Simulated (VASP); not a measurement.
# Al (Cmcm) in VASP: notebook

Al is run at these levels: PBE; tasks: single point.

Program: VASP 6.6.1. These are calculated values, not measurements. Logs are shortened: lines on timing, memory, paths and dates and some standing lists are left out, and cuts for length are marked.

**1. The cell of the first run**

Symmetry: Cmcm, No. 63, orthorhombic system. Conventional cell: a = 3.235 Å, b = 4.514 Å, c = 4.514 Å, α = 90.00°, β = 90.00°, γ = 90.00°. Al (site symmetry m2m) has 14 Al at 2.78 to 3.59 Å within 3.7 Å.

**2. Single point, PBE (atoms displaced along a vibrational mode, the cell strained)**

INCAR reads:

```
SYSTEM = Al
ALGO = Fast
EDIFF = 1E-7
ENCUT = 520
GGA = PE
ISIF = 2
ISMEAR = 0
LASPH = .TRUE.
LCHARG = .FALSE.
LREAL = .FALSE.
LWAVE = .FALSE.
NBANDS = 10
NELM = 100
PREC = Accurate
SIGMA = 0.15
```

KPOINTS reads:

```
k-points
0
G
  20 20 12
  0 0 0
```

POSCAR reads:

```
Al
1.0
   -1.5959973539      1.5959973539      1.6175102401
    1.5959973539     -1.5959973539      1.6175102401
    3.1919947077      3.1919947077      0.0000000000
Al
2
Direct
    0.0586228248     -0.0586228248      0.0000000000
    0.4413771752      0.5586228248      0.5000000000
```

Potentials or basis: VASP PAW PBE potentials, release 64 (Al).

Run with:

```
cat potpaw_PBE.64/Al/POTCAR > POTCAR
mpirun -np 1 vasp_std > vasp.out
```

OUTCAR:

```text
SYSTEM = Al
   EDIFF = 1E-7
   ENCUT = 520
   GGA = PE
   ISIF = 2
   ISMEAR = 0
   LASPH = .TRUE.
   LREAL = .FALSE.
   NELM = 100
   PREC = Accurate

 ion  position               nearest neighbor table
   1  0.059  0.941  0.000-   2 2.83   2 2.83   2 2.83   2 2.83   2 2.84   2 2.84
   2  0.441  0.559  0.500-   1 2.83   1 2.83   1 2.83   1 2.83   1 2.84   1 2.84

  LATTYP: Found a base centered orthorhombic cell.
 ALAT       =     3.2350204802
 B/A-ratio  =     1.3954045220
 C/A-ratio  =     1.3954045219

  Lattice vectors:

 A1 = (  -1.5959973539,   1.5959973539,   1.6175102401)
 A2 = (   1.5959973539,  -1.5959973539,   1.6175102401)
 A3 = (   3.1919947077,   3.1919947077,   0.0000000000)

Analysis of symmetry for initial positions (statically):
=====================================================================
 Subroutine PRICEL returns:
 Original cell was already a primitive cell.

 Routine SETGRP: Setting up the symmetry group for a
 base centered orthorhombic supercell.

 Subroutine GETGRP returns: Found  8 space group operations
 (whereof  4 operations were pure point group operations)
 out of a pool of  8 trial point group operations.

The static configuration has the point symmetry C_2v.
 The point group associated with its full space group is D_2h.

Analysis of symmetry for dynamics (positions and initial velocities):
=====================================================================
 Subroutine PRICEL returns:
 Original cell was already a primitive cell.

 Routine SETGRP: Setting up the symmetry group for a
 base centered orthorhombic supercell.

 Subroutine GETGRP returns: Found  8 space group operations
 (whereof  4 operations were pure point group operations)
 out of a pool of  8 trial point group operations.

The dynamic configuration has the point symmetry C_2v.
 The point group associated with its full space group is D_2h.

 Subroutine INISYM returns: Found  8 space group operations
 (whereof  4 operations are pure point group operations),
 and found     1 'primitive' translations

----------------------------------------------------------------------------------------

                                     Primitive cell

  volume of cell :      32.9611

  direct lattice vectors                    reciprocal lattice vectors
    -1.595997354  1.595997354  1.617510240    -0.156641864  0.156641864  0.309117054
     1.595997354 -1.595997354  1.617510240     0.156641864 -0.156641864  0.309117054
     3.191994708  3.191994708  0.000000000     0.156641864  0.156641864  0.000000000

  length of vectors
     2.776824532  2.776824532  4.514162207     0.380298172  0.380298172  0.221525048

  position of ions in fractional coordinates (direct lattice)
     0.058622825  0.941377175  0.000000000
     0.441377175  0.558622825  0.500000000

  ion indices of the primitive-cell ions
   primitive index   ion index
                 1           1
                 2           2

----------------------------------------------------------------------------------------

 KPOINTS: k-points

Automatic generation of k-mesh.
 Grid dimensions read from file:
 generate k-points for:   20   20   12

 Generating k-lattice:

  Cartesian coordinates                     Fractional coordinates (reciprocal lattice)
    -0.007832093  0.007832093  0.015455853     0.050000000  0.000000000  0.000000000
     0.007832093 -0.007832093  0.015455853     0.000000000  0.050000000  0.000000000
     0.013053489  0.013053489  0.000000000     0.000000000  0.000000000  0.083333333

  Length of vectors
     0.019014909  0.019014909  0.018460421

  Shift w.r.t. Gamma in fractional coordinates (k-lattice)
     0.000000000  0.000000000  0.000000000

 Subroutine IBZKPT returns following result:
 ===========================================

 Found    777 irreducible k-points:

 Following reciprocal coordinates:
            Coordinates               Weight
  0.000000  0.000000  0.000000      1.000000
  0.050000  0.000000  0.000000      4.000000
  0.100000  0.000000  0.000000      4.000000
  0.150000  0.000000  0.000000      4.000000
  0.200000  0.000000  0.000000      4.000000
  0.250000  0.000000  0.000000      4.000000
[... 16 lines left out ...]
 -0.400000  0.050000  0.000000      4.000000
 -0.350000  0.050000  0.000000      4.000000
 [... further k-points ...]
   k-points           NKPTS =    777   k-points in BZ     NKDIM =    777   number of bands    NBANDS=     10
   number of dos      NEDOS =    301   number of ions     NIONS =      2
   total plane-waves  NPLWV =  20736
   dimension x,y,z NGX =    24 NGY =   24 NGZ =   36
   dimension x,y,z NGXF=    48 NGYF=   48 NGZF=   72
   ions per type =               2
   NGX,Y,Z   is equivalent  to a cutoff of  14.37, 14.37, 13.26 a.u.
   NGXF,Y,Z  is equivalent  to a cutoff of  28.74, 28.74, 26.52 a.u.
 SYSTEM =  Al
   PREC   = accura    normal or accurate (medium, high low for compatibility)
   ISTART =      0    job   : 0-new  1-cont  2-samecut
   ICHARG =      2    charge: 1-file 2-atom 10-const
   ISPIN  =      1    spin polarized calculation?
   LNONCOLLINEAR =      F non collinear calculations
   LSORBIT =      F    spin-orbit coupling
   LASPH  =      T    aspherical Exc in radial PAW
   ENCUT  =  520.0 eV  38.22 Ry    6.18 a.u.   5.16  5.16  8.39*2*pi/ulx,y,z
   NELM   =    100;   NELMIN=  2; NELMDL= -5     # of ELM steps
   EDIFF  = 0.1E-06   stopping-criterion for ELM
   LREAL  =      F    real-space projection
   EDIFFG = 0.1E-05   stopping-criterion for IOM
   NSW    =      0    number of steps for IOM
   IBRION =     -1    ionic relax: 0-MD 1-quasi-New 2-CG
   NFREE  =      0    steps in history (QN), initial steepest desc. (CG)
   ISIF   =      2    stress and relaxation
   ISYM   =      2    0-nonsym 1-usesym 2-fastsym
   POTIM  = 0.5000    time-step for ionic-motion
   TEBEG  =    0.0;   TEEND  =   0.0 temperature during run
   PSTRESS=    0.0 pullay stress
   NELECT =       6.0000    total number of electrons
   NUPDOWN=      -1.0000    fix difference up-down
   EMIN   =  10.00;   EMAX   =-10.00  energy-range for DOS
   EFERMI =   0.00;   METHOD = LEGACY
   ISMEAR =     0;   SIGMA  =   0.15  broadening in eV -4-tet -1-fermi 0-gaus
   EFERMI_NEDOS =   21; number of points for ismear=-14 and -15
   IALGO  =     68    algorithm
   IMIX   =      4    mixing-type and parameters
     AMIX     =   0.40;   BMIX     =  1.00
     AMIX_MAG =   1.60;   BMIX_MAG =  1.00
  volume/ion in A,a.u.               =      16.48       111.22
  Fermi-wavevector in a.u.,A,eV,Ry     =   0.927808  1.753303 11.712273  0.860828
  Thomas-Fermi vector in A             =   2.053917
   LORBIT       =      0    0 simple, 1 ext, 2 COOP (PROOUT), +10 PAW based schemes
   GGA     = PE    functional components
   LHFCALC =     F    Hartree Fock is set to
   AEXX    =    0.0000 exact exchange contribution
   IVDW    =     0    specifies the selected vdW correction
   LEPSILON=     F    determine dielectric tensor
   LRPA    =     F    only Hartree local field effects (RPA)
 non-spin polarized calculation
 RMM-DIIS sequential band-by-band and
 Gauss-broadening in eV      SIGMA  =   0.15
  energy-cutoff  :      520.00
  volume of cell :       32.96
 maximum number of plane-waves:       902
 NGX is ok and might be reduce to    24
   NGX = 11   NGY = 11   NGZ = 17

 number of electron       6.0000000 magnetization

 Free energy of the ion-electron system (eV)
  ---------------------------------------------------
  ext. energy  EPLUGINS =         0.00000000
  ---------------------------------------------------
  free energy    TOTEN  =        -7.34570200 eV

  energy without entropy =       -7.33553488  energy(sigma->0) =       -7.34061844

 E-fermi :   7.9885     XC(G=0): -10.1990

 val. band max:        7.9876550585   @ k =   0.4500   0.4500   0.1667
 cond. band min:       7.9918570398   @ k =   0.4500   0.2000   0.1667
 fundamental gap:      0.0042019813
 Fermi energy:         7.9884891388

 k-point     1 :       0.0000    0.0000    0.0000
  band No.  band energies     occupation
      1      -3.1369      2.00000
      2       3.7081      2.00000
      3       4.2317      2.00000
      4      16.0249      0.00000
      5      16.0955      0.00000
      6      17.5872      0.00000
      7      18.9668      0.00000
      8      21.3983      0.00000
      9      21.7127      0.00000
     10      22.0213      0.00000

 k-point     2 :       0.0500    0.0000    0.0000
  band No.  band energies     occupation
      1      -3.0835      2.00000
      2       3.7575      2.00000
      3       4.2840      2.00000
      4      14.8653      0.00000
      5      16.1392      0.00000
      6      18.1043      0.00000
      7      19.6259      0.00000
      8      20.8424      0.00000
      9      20.9771      0.00000
     10      21.8457      0.00000

 k-point     3 :       0.1000    0.0000    0.0000
  band No.  band energies     occupation
      1      -2.9232      2.00000
      2       3.9058      2.00000
      3       4.4405      2.00000
      4      13.2583      0.00000
      5      15.8239      0.00000
      6      18.7981      0.00000
      7      19.5561      0.00000
      8      19.6276      0.00000
      9      20.7114      0.00000
     10      21.7804      0.00000
[... 248 lines left out ...]
 k-point    23 :      -0.4000    0.0500    0.0000
  band No.  band energies     occupation
      1       0.0250      2.00000
      2       4.7933      2.00000
      3       6.6552      2.00000
      4       7.3947      2.00000
      5      11.3618      0.00000
      6      11.9067      0.00000
      7      15.1566      0.00000
      8      17.3051      0.00000
      9      21.1901      0.00000
     10      21.8279      0.00000

 k-point    24 :      -0.3500    0.0500    0.0000
  band No.  band energies     occupation
      1      -0.7258      2.00000
      2       5.9243      2.00000
      3       5.9533      2.00000
      4       6.8350      2.00000
      5      12.6216      0.00000
      6      13.0927      0.00000
      7      15.6747      0.00000
      8      17.3167      0.00000
      9      21.6412      0.00000
     10      21.8257      0.00000

 [... further k-points ...]

------------------------ aborting loop because EDIFF is reached ----------------------------------------

  FORCE on cell =-STRESS in cart. coord.  units (eV):
  Direction    XX          YY          ZZ          XY          YZ          ZX
  --------------------------------------------------------------------------------------
  -------------------------------------------------------------------------------------
  Total        0.5829265      0.5829265      0.1514302     -0.2432888      0.0000000     -0.0000000
  in kB       28.3349854     28.3349854      7.3607420    -11.8258208      0.0000000     -0.0000000
  external PRESSURE =      21.3435709 kB  Pullay stress =       0.0000000 kB

 VOLUME and BASIS-vectors are now :
 -----------------------------------------------------------------------------
  energy-cutoff  :      520.00
  volume of cell :       32.96
      direct lattice vectors                 reciprocal lattice vectors
    -1.595997354  1.595997354  1.617510240    -0.156641864  0.156641864  0.309117054
     1.595997354 -1.595997354  1.617510240     0.156641864 -0.156641864  0.309117054
     3.191994708  3.191994708  0.000000000     0.156641864  0.156641864  0.000000000

 POSITION                                       TOTAL-FORCE (eV/Angst)
 -----------------------------------------------------------------------------------
      1.40887     -1.40887      1.61751        -0.036689      0.036689      0.000000
      1.78312      1.40887      1.61751         0.036689     -0.036689      0.000000
 -----------------------------------------------------------------------------------
    total drift:                               -0.000000     -0.000000     -0.000000

  FREE ENERGIE OF THE ION-ELECTRON SYSTEM (eV)
  ---------------------------------------------------
  free  energy   TOTEN  =        -7.3457019959 eV

  energy  without entropy=       -7.3355348789  energy(sigma->0) =       -7.34061844
```

Wall time 3 min (1 thread of Intel Xeon Platinum 8488C (Sapphire Rapids), shared host); peak memory 0.31 GiB.

Results:

```yaml
Free_energy: -7.3457 eV
Pressure: 2.1 GPa
Largest_force: 0.052 eV/Å
Band_gap_on_the_k_mesh: zero (bands 3 and 4 overlap by 9.07 eV)
```

Forces in eV/Å, atoms in the order of the input:
```
Al  -0.037  0.037  0.000
Al   0.037 -0.037  0.000
```

Caveat: the cell differs from its parent crystal (atoms displaced along a vibrational mode, the cell strained).

**3. Single point, PBE (atoms displaced along a vibrational mode, the cell strained)**

INCAR reads:

```
SYSTEM = Al
PREC     = Accurate       ! precision mode
ENCUT    = 520            ! plane-wave cutoff, eV
EDIFF    = 1E-7           ! SCF threshold, eV
ISMEAR   = 0              ! smearing method
SIGMA    = 0.15           ! smearing width, eV
LREAL    = .FALSE.        ! projectors in reciprocal space
LASPH    = .TRUE.         ! aspherical terms in the spheres
NELM     = 80             ! most SCF steps
ALGO     = Fast           ! electronic algorithm
ISIF     = 2              ! what is computed and relaxed
LWAVE    = .FALSE.        ! write WAVECAR
LCHARG   = .FALSE.        ! write CHGCAR
GGA      = PE             ! functional
NBANDS   = 10             ! bands
```

KPOINTS reads:

```
regular mesh
0
G
  20 20 12
  0 0 0
```

POSCAR reads:

```
Al
1.0
   -1.5959973539      1.5959973539      1.6175102401
    1.5959973539     -1.5959973539      1.6175102401
    3.1919947077      3.1919947077      0.0000000000
Al
2
Direct
    0.0390818832     -0.0390818832      0.0000000000
    0.4609181168      0.5390818832      0.5000000000
```

Potentials or basis: VASP PAW PBE potentials, release 64 (Al).

Run with:

```
cat potpaw_PBE.64/Al/POTCAR > POTCAR
mpirun -np 1 vasp_std > vasp.out
```

It took 2.7 min on 1 thread of Intel Xeon Platinum 8488C (Sapphire Rapids), shared host; peak memory 0.31 GiB.

The run converged. Its results:

```
Free energy            : -7.3288 eV
Pressure               : 1.9 GPa
Largest force          : 0.120 eV/Å
Band gap on the k mesh : zero (bands 3 and 4 overlap by 9.11 eV)
```

Forces in eV/Å, atoms in the order of the input:
```
Al  -0.085  0.085  0.000
Al   0.085 -0.085  0.000
```

Stress tensor (GPa, compression positive):
```
 2.09 -0.87  0.00
-0.87  2.09  0.00
 0.00  0.00  1.59
```

Levels at points of the mesh, in eV from the Fermi level:
```tsv
k point	band 1	band 2	band 3	band 4	band 5	band 6
(0.00, 0.00, 0.00)	-11.13	-4.28	-3.76	8.02	8.10	9.69
(0.50, 0.00, 0.00)	-6.01	-5.74	0.41	1.00	1.31	1.46
(0.50, 0.50, 0.00)	-4.27	-3.81	1.65	2.07	2.20	2.91
(0.00, 0.00, 0.50)	-9.32	-9.32	4.44	4.44	9.34	9.34
(0.50, 0.00, 0.50)	-4.37	-4.37	-3.86	-3.86	8.36	8.36
(0.50, 0.50, 0.50)	-2.71	-2.71	-1.88	-1.88	3.24	3.24
```

Caveat: the cell differs from its parent crystal (atoms displaced along a vibrational mode, the cell strained).
